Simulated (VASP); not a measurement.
Input of a VASP 6.6.1 run:

The input INCAR:

```
SYSTEM = C
  PREC = Accurate
  ENCUT = 600
  EDIFF = 1E-7
  ISMEAR = 0
  SIGMA = 0.02
  LREAL = .False.
  LASPH = .True.
  NELM = 100
  ALGO = Normal
  ISIF = 3
  LWAVE = .False.
  LCHARG = .False.
  GGA = PE
  IBRION = 2
  NSW = 100
  EDIFFG = -0.01
```

Contents of KPOINTS:

```
regular mesh
0
Gamma
  12 12 12
  0 0 0
```

POSCAR

```
C
1.0
    0.0000000000      1.7857213742      1.7857213742
    1.7857213742      0.0000000000      1.7857213742
    1.7857213742      1.7857213742      0.0000000000
C
2
Direct
    0.5000000000      0.5000000000      0.5000000000
    0.7500000000      0.7500000000      0.7500000000
```

Potentials or basis: VASP PAW PBE potentials, release 64 (C).

Launch:

```console
$ cat potpaw_PBE.64/C/POTCAR > POTCAR
$ mpirun -np 1 vasp_std > vasp.out
```

Estimate the band gap on the k mesh.

4.14 eV, indirect (least direct gap 5.58 eV).

Final structure:
```
C
1.0
     0.00000    1.78572    1.78572
     1.78572    0.00000    1.78572
     1.78572    1.78572    0.00000
C
2
Direct
  0.50000 0.50000 0.50000
  0.75000 0.75000 0.75000
```

Caveat: the relaxation stopped at its first step, so nothing moved. Expect the measured gap to be larger: semilocal functionals such as PBE lack the derivative discontinuity.
